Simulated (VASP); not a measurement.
# Zr2PdC2 (I4/mmm) in VASP: further runs

Runs on Zr2PdC2. Level: PBE. Tasks: single point, relaxation of cell and atoms.

Everything below comes from runs of VASP 6.6.1. Logs are shortened: lines on timing, memory, paths and dates and some standing lists are left out, and cuts for length are marked.

## Step 1: The cell of the first run

It takes space group I4/mmm (No. 139, tetragonal). The conventional cell has a = 3.681 Å, b = 3.681 Å, c = 9.044 Å, α = 90.00°, β = 90.00°, γ = 90.00°. Zr (site symmetry -4m2) has 4 C at 2.22 Å and 4 Zr at 2.60 Å and 4 Pd at 2.92 Å within 3.0 Å. Pd (site symmetry 4/mmm) has 10 C at 2.79 to 3.51 Å and 8 Zr at 2.92 Å and 4 Pd at 3.68 Å within 3.7 Å. Within 2.8 Å of C (site symmetry 4mm) lie 1 C at 2.03 Å and 4 Zr at 2.22 Å and 4 Pd at 2.79 Å.

## Step 2: Single point, PBE

Input file INCAR:

```
SYSTEM = Zr2PdC2
  PREC = Accurate
  ENCUT = 520
  EDIFF = 1E-6
  ISMEAR = 0
  SIGMA = 0.1
  LREAL = .False.
  LASPH = .True.
  NELM = 100
  ALGO = Normal
  ISIF = 2
  LWAVE = .False.
  LCHARG = .False.
  GGA = PE
  NBANDS = 29
```

Input file KPOINTS:

```
Automatic mesh
0
Gamma
  8 8 8
  0 0 0
```

Input file POSCAR:

```
Zr2PdC2
1.0
   -1.8404468159      1.8404468159      4.5218078446
    1.8404468159     -1.8404468159      4.5218078446
    1.8404468159      1.8404468159     -4.5218078446
Zr Pd C
2 1 2
Direct
    0.7500000000      0.2500000000      0.5000000000
    0.2500000000      0.7500000000      0.5000000000
    0.0000000000      0.0000000000      0.0000000000
    0.3880000000      0.3880000000      0.0000000000
    0.6120000000      0.6120000000      0.0000000000
```

Potentials or basis: VASP PAW PBE potentials, release 64 (Zr_sv, Pd, C).

The run is started by

```
$ cat potpaw_PBE.64/Zr_sv/POTCAR potpaw_PBE.64/Pd/POTCAR potpaw_PBE.64/C/POTCAR > POTCAR
$ mpirun -np 1 vasp_std > vasp.out
```

OUTCAR:

```text
SYSTEM = Zr2PdC2
   PREC = Accurate
   ENCUT = 520
   EDIFF = 1E-6
   ISMEAR = 0
   LREAL = .False.
   LASPH = .True.
   NELM = 100
   ISIF = 2
   GGA = PE

 ion  position               nearest neighbor table
   1  0.750  0.250  0.500-   4 2.22   5 2.22   4 2.22   5 2.22   2 2.60   2 2.60   2 2.60   2 2.60
                             3 2.92   3 2.92   3 2.92   3 2.92
   2  0.250  0.750  0.500-   4 2.22   5 2.22   4 2.22   5 2.22   1 2.60   1 2.60   1 2.60   1 2.60
                             3 2.92   3 2.92   3 2.92   3 2.92
   3  0.000  0.000  0.000-   1 2.92   2 2.92   1 2.92   2 2.92   1 2.92   2 2.92   1 2.92   2 2.92

   4  0.388  0.388  0.000-   5 2.03   2 2.22   1 2.22   2 2.22   1 2.22
   5  0.612  0.612  0.000-   4 2.03   1 2.22   2 2.22   1 2.22   2 2.22

  LATTYP: Found a body centered tetragonal cell.
 ALAT       =     3.6808936318
 C/A-ratio  =     2.4569076409

  Lattice vectors:

 A1 = (  -1.8404468159,   1.8404468159,   4.5218078446)
 A2 = (   1.8404468159,  -1.8404468159,   4.5218078446)
 A3 = (   1.8404468159,   1.8404468159,  -4.5218078446)

Analysis of symmetry for initial positions (statically):
=====================================================================
 Subroutine PRICEL returns:
 Original cell was already a primitive cell.

 Routine SETGRP: Setting up the symmetry group for a
 body centered tetragonal supercell.

 Subroutine GETGRP returns: Found 16 space group operations
 (whereof 16 operations were pure point group operations)
 out of a pool of 16 trial point group operations.

The static configuration has the point symmetry D_4h.

Analysis of symmetry for dynamics (positions and initial velocities):
=====================================================================
 Subroutine PRICEL returns:
 Original cell was already a primitive cell.

 Routine SETGRP: Setting up the symmetry group for a
 body centered tetragonal supercell.

 Subroutine GETGRP returns: Found 16 space group operations
 (whereof 16 operations were pure point group operations)
 out of a pool of 16 trial point group operations.

The dynamic configuration has the point symmetry D_4h.

 Subroutine INISYM returns: Found 16 space group operations
 (whereof 16 operations are pure point group operations),
 and found     1 'primitive' translations

[... 98 lines left out ...]
   ENCUT  =  520.0 eV  38.22 Ry    6.18 a.u.   9.70  9.70  9.70*2*pi/ulx,y,z
   NELM   =    100;   NELMIN=  2; NELMDL= -5     # of ELM steps
   EDIFF  = 0.1E-05   stopping-criterion for ELM
   LREAL  =      F    real-space projection
   EDIFFG = 0.1E-04   stopping-criterion for IOM
   NSW    =      0    number of steps for IOM
   IBRION =     -1    ionic relax: 0-MD 1-quasi-New 2-CG
   NFREE  =      0    steps in history (QN), initial steepest desc. (CG)
   ISIF   =      2    stress and relaxation
   ISYM   =      2    0-nonsym 1-usesym 2-fastsym
   POTIM  = 0.5000    time-step for ionic-motion
   TEBEG  =    0.0;   TEEND  =   0.0 temperature during run
   PSTRESS=    0.0 pullay stress
   NELECT =      42.0000    total number of electrons
   NUPDOWN=      -1.0000    fix difference up-down
   EMIN   =  10.00;   EMAX   =-10.00  energy-range for DOS
   EFERMI =   0.00;   METHOD = LEGACY
   ISMEAR =     0;   SIGMA  =   0.10  broadening in eV -4-tet -1-fermi 0-gaus
   EFERMI_NEDOS =   21; number of points for ismear=-14 and -15
   IALGO  =     38    algorithm
   IMIX   =      4    mixing-type and parameters
     AMIX     =   0.40;   BMIX     =  1.00
     AMIX_MAG =   1.60;   BMIX_MAG =  1.00
  volume/ion in A,a.u.               =      12.25        82.69
  Fermi-wavevector in a.u.,A,eV,Ry     =   1.443505  2.727829 28.350562  2.083708
  Thomas-Fermi vector in A             =   2.561905
   LORBIT       =      0    0 simple, 1 ext, 2 COOP (PROOUT), +10 PAW based schemes
   GGA     = PE    functional components
   LHFCALC =     F    Hartree Fock is set to
   AEXX    =    0.0000 exact exchange contribution
   IVDW    =     0    specifies the selected vdW correction
   LEPSILON=     F    determine dielectric tensor
   LRPA    =     F    only Hartree local field effects (RPA)
 non-spin polarized calculation
 Gauss-broadening in eV      SIGMA  =   0.10
  energy-cutoff  :      520.00
  volume of cell :       61.27
 maximum number of plane-waves:      1677
   NGX = 19   NGY = 19   NGZ = 19

 number of electron      42.0000001 magnetization

 Free energy of the ion-electron system (eV)
  ---------------------------------------------------
  ext. energy  EPLUGINS =         0.00000000
  ---------------------------------------------------
  free energy    TOTEN  =       -35.30949379 eV

  energy without entropy =      -35.28434138  energy(sigma->0) =      -35.29691759

 E-fermi :  10.8305     XC(G=0): -12.7495

 val. band max:       10.8267958532   @ k =   0.5000   0.3750  -0.0000
 cond. band min:      10.8315578286   @ k =   0.1250   0.1250   0.0000
 fundamental gap:      0.0047619754
 Fermi energy:        10.8305061022

 k-point     1 :       0.0000    0.0000    0.0000
  band No.  band energies     occupation
      1     -37.3675      2.00000
      2     -36.4361      2.00000
      3     -16.4578      2.00000
      4     -16.4578      2.00000
      5     -15.5706      2.00000
      6     -14.6248      2.00000
[... 757 lines left out ...]
     28      16.6331      0.00000
     29      17.6262      0.00000

 [... further k-points ...]

------------------------ aborting loop because EDIFF is reached ----------------------------------------

  FORCE on cell =-STRESS in cart. coord.  units (eV):
  Direction    XX          YY          ZZ          XY          YZ          ZX
  --------------------------------------------------------------------------------------
  -------------------------------------------------------------------------------------
  Total       20.7130594     20.7130594      4.8281932      0.0000000     -0.0000000     -0.0000000
  in kB      541.6717603    541.6717603    126.2631393      0.0000000     -0.0000000     -0.0000000
  external PRESSURE =     403.2022199 kB  Pullay stress =       0.0000000 kB

 VOLUME and BASIS-vectors are now :
 -----------------------------------------------------------------------------
  energy-cutoff  :      520.00
  volume of cell :       61.27
      direct lattice vectors                 reciprocal lattice vectors
    -1.840446816  1.840446816  4.521807845     0.000000000  0.271673159  0.110575243
     1.840446816 -1.840446816  4.521807845     0.271673159  0.000000000  0.110575243
     1.840446816  1.840446816 -4.521807845     0.271673159  0.271673159  0.000000000

 POSITION                                       TOTAL-FORCE (eV/Angst)
 -----------------------------------------------------------------------------------
      0.00000      1.84045      2.26090        -0.000000     -0.000000      0.000000
      1.84045      0.00000      2.26090        -0.000000     -0.000000      0.000000
      0.00000      0.00000      0.00000        -0.000000     -0.000000      0.000000
      0.00000      0.00000      3.50892        -0.000000     -0.000000      2.266137
      0.00000      0.00000      5.53469         0.000000      0.000000     -2.266137
 -----------------------------------------------------------------------------------
    total drift:                                0.000000     -0.000000     -0.000000

  FREE ENERGIE OF THE ION-ELECTRON SYSTEM (eV)
  ---------------------------------------------------
  free  energy   TOTEN  =       -35.3094937877 eV

  energy  without entropy=      -35.2843413842  energy(sigma->0) =      -35.29691759
```

OSZICAR:

```text
N       E                     dE             d eps       ncg     rms          rms(c)
DAV:   1     0.365284814953E+03    0.36528E+03   -0.22219E+04  3422   0.146E+03
DAV:   2    -0.103245795394E+02   -0.37561E+03   -0.36332E+03  3762   0.405E+02
DAV:   3    -0.393258802006E+02   -0.29001E+02   -0.28393E+02  5911   0.917E+01
DAV:   4    -0.404963378060E+02   -0.11705E+01   -0.11647E+01  4611   0.172E+01
DAV:   5    -0.405425085907E+02   -0.46171E-01   -0.46158E-01  4911   0.278E+00    0.425E+01
DAV:   6    -0.395366999021E+02    0.10058E+01   -0.94961E+01  4142   0.458E+01    0.259E+01
DAV:   7    -0.352659243557E+02    0.42708E+01   -0.15661E+01  4432   0.286E+01    0.128E+01
DAV:   8    -0.354711908036E+02   -0.20527E+00   -0.28948E+00  4330   0.881E+00    0.597E+00
DAV:   9    -0.353466299522E+02    0.12456E+00   -0.19184E+00  4080   0.818E+00    0.151E+00
DAV:  10    -0.353151885382E+02    0.31441E-01   -0.14786E-01  4243   0.243E+00    0.943E-01
DAV:  11    -0.353100403819E+02    0.51482E-02   -0.28887E-02  4456   0.112E+00    0.288E-01
DAV:  12    -0.353095704704E+02    0.46991E-03   -0.47999E-03  4423   0.394E-01    0.917E-02
DAV:  13    -0.353095370899E+02    0.33380E-04   -0.68537E-04  4533   0.150E-01    0.579E-02
DAV:  14    -0.353095009885E+02    0.36101E-04   -0.26451E-04  4250   0.117E-01    0.186E-02
DAV:  15    -0.353094958922E+02    0.50963E-05   -0.20899E-05  3367   0.319E-02    0.875E-03
DAV:  16    -0.353094940186E+02    0.18736E-05   -0.34939E-06  3389   0.930E-03    0.277E-03
DAV:  17    -0.353094937877E+02    0.23090E-06   -0.79310E-07  2121   0.676E-03
   1 F= -.35309494E+02 E0= -.35296918E+02  d E =-.251524E-01
```

stdout:

```text
POSCAR found type information on POSCAR ZrPdC
 POSCAR found :  3 types and       5 ions
 scaLAPACK will be used
 LDA part: xc-table for (Slater+PW92), standard interpolation
 POSCAR, INCAR and KPOINTS ok, starting setup
 FFT: planning ... GRIDC
 FFT: planning ... GRID_SOFT
 FFT: planning ... GRID
 WAVECAR not read
 entering main loop
```

It took 3.5 min on 1 thread of Oxide Virtual Turin-like, shared host; peak memory 0.27 GiB.

What came out:

```yaml
Free_energy: -35.3095 eV
Pressure: 40.3 GPa
Largest_force: 2.266 eV/Å
Band_gap_on_the_k_mesh: zero (bands 21 and 22 overlap by 1.30 eV)
```

Forces on the atoms (eV/Å):
```
Zr   0.000  0.000  0.000
Zr   0.000  0.000  0.000
Pd   0.000  0.000  0.000
C    0.000  0.000  2.266
C    0.000  0.000 -2.266
```

Stress tensor (GPa, compression positive):
```
54.17  0.00  0.00
 0.00 54.17  0.00
 0.00  0.00 12.63
```

Caveat: the cell stands under pressure; forces of over 1 eV/Å act on the atoms, so gaps and moduli don't describe the material at rest.

## Step 3: Single point, PBE

Input file INCAR:

```
  PREC = Accurate
  ENCUT = 520
  EDIFF = 1E-6
  ISMEAR = 0
  SIGMA = 0.1
  LREAL = False
  LASPH = True
  NELM = 60
  ALGO = Normal
  ISIF = 2
  LWAVE = False
  LCHARG = True
  GGA = PE
  LELF = True
  LVHAR = True
  NBANDS = 29
```

Input file KPOINTS:

```
regular mesh
0
Gamma
  8 8 8
```

Input file POSCAR:

```
Zr2PdC2
1.0
   -1.8491579364      1.8491579364      4.4858428795
    1.8491579364     -1.8491579364      4.4858428795
    1.8491579364      1.8491579364     -4.4858428795
Zr Pd C
2 1 2
Direct
    0.3711000000      0.3711000000      0.0000000000
    0.6289000000      0.6289000000      0.0000000000
    0.0000000000      0.0000000000      0.0000000000
    0.2500000000      0.7500000000      0.5000000000
    0.7500000000      0.2500000000      0.5000000000
```

Potentials or basis: VASP PAW PBE potentials, release 64 (Zr_sv, Pd, C).

The run is started by

```
$ cat potpaw_PBE.64/Zr_sv/POTCAR potpaw_PBE.64/Pd/POTCAR potpaw_PBE.64/C/POTCAR > POTCAR
$ mpirun -np 1 vasp_std > vasp.out
```

Run time: 2.1 min. Hardware: 1 thread of Oxide Virtual Turin-like, shared host; peak memory 0.26 GiB.

Results (log left out):

```yaml
Free_energy: -36.4602 eV
Pressure: 34.3 GPa
Largest_force: 5.437 eV/Å
Band_gap_on_the_k_mesh: zero (bands 21 and 22 overlap by 1.50 eV)
```

Forces on the atoms (eV/Å):
```
Zr   0.000  0.000 -5.437
Zr   0.000  0.000  5.437
Pd   0.000  0.000  0.000
C    0.000  0.000  0.000
C    0.000  0.000  0.000
```

Stress tensor (GPa, compression positive):
```
30.63  0.00  0.00
 0.00 30.63  0.00
 0.00  0.00 41.54
```

Levels at points of the mesh, in eV from the Fermi level:
| k point | band 18 | band 19 | band 20 | band 21 | band 22 | band 23 | band 24 | band 25 |
| --- | --- | --- | --- | --- | --- | --- | --- | --- |
| (0.00, 0.00, 0.00) | -2.31 | -1.68 | -1.68 | -1.17 | -0.68 | 0.55 | 2.74 | 3.90 |
| (0.50, 0.00, 0.00) | -2.18 | -1.66 | -1.40 | -0.81 | 0.19 | 0.70 | 2.08 | 3.02 |
| (0.50, 0.50, 0.00) | -2.10 | -1.63 | -0.89 | -0.42 | -0.20 | 0.47 | 0.74 | 1.22 |
| (0.50, 0.50, 0.50) | -3.01 | -3.01 | 0.81 | 0.81 | 1.11 | 2.07 | 2.41 | 2.41 |

Caveat: the cell stands under pressure; forces of over 1 eV/Å act on the atoms, so gaps and moduli don't describe the material at rest.

(Continued in part 2 of 2.)
